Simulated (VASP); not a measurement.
Wanted: the native input for a VASP 6.6.1 run.

| Item | Value |
| --- | --- |
| Task | relaxation of cell and atoms |
| Functional | PBE |
| Potentials or basis | VASP PAW PBE potentials, release 64 (C) |
| Cutoff | 600 eV |
| k mesh | 8 × 6 × 6 |
| Occupations | gaussian, width 0.2 eV |
| Spin | no spin polarisation |
| Dipole correction | no |
| Further INCAR settings | ALGO = Normal; EDIFF = 1e-06; IBRION = 2; EDIFFG = -0.025; NSW = 80; ISIF = 3 |

The structure of C lies in POSCAR:

```
C
1.0
    1.2816121701     -2.1003209107     -0.0110252677
   -3.7906197243     -2.0690188346     -0.0110404688
   -0.0000136478     -0.0228678664     -4.5019972980
C
4
Direct
   -0.0243461445      0.6661176187      0.4979031687
    0.5112848415      0.1698956805      0.4673348189
    0.4633728980      0.8257352406      0.5096308238
    0.0496884050      0.3382514601      0.5251311886
```

The input as run:

INCAR

```
SYSTEM = C
  PREC = Accurate
  ENCUT = 600
  EDIFF = 1E-6
  ISMEAR = 0
  SIGMA = 0.2
  LREAL = .FALSE.
  LASPH = .TRUE.
  NELM = 60
  ALGO = Normal
  ISIF = 3
  LWAVE = .FALSE.
  LCHARG = .FALSE.
  GGA = PE
  IBRION = 2
  NSW = 80
  EDIFFG = -0.025
```

KPOINTS

```
Automatic mesh
0
G
  8 6 6
  0 0 0
```

Potentials or basis: VASP PAW PBE potentials, release 64 (C).

Command:

```console
$ cat potpaw_PBE.64/C/POTCAR > POTCAR
$ mpirun -np 1 vasp_std > vasp.out
```

It gave:

```yaml
Relaxed_volume: 11.71 Å³/atom
Relaxed_cell: a = 2.468 Å, b = 4.270 Å, c = 4.443 Å, α = 89.58°, β = 89.79°, γ = 90.00°
Space_group_after_relaxing_to_0.1_Å: P6/mmm (No. 191)
Energy_gained_by_relaxing: 271.5 meV/atom
Ionic_steps: 18
Pressure_after_relaxing: -0.1 GPa
Largest_force_after_relaxing: 0.025 eV/Å
```

Caveat: this functional lacks dispersion, which binds layers or chains, so the pressure and a relaxed spacing across them are unreliable.

It took 13 min on 1 thread of Intel(R) Xeon(R) Platinum 8259CL CPU @ 2.50GHz (Skylake/Cascade Lake), on a shared host, peak memory 0.22 GiB.
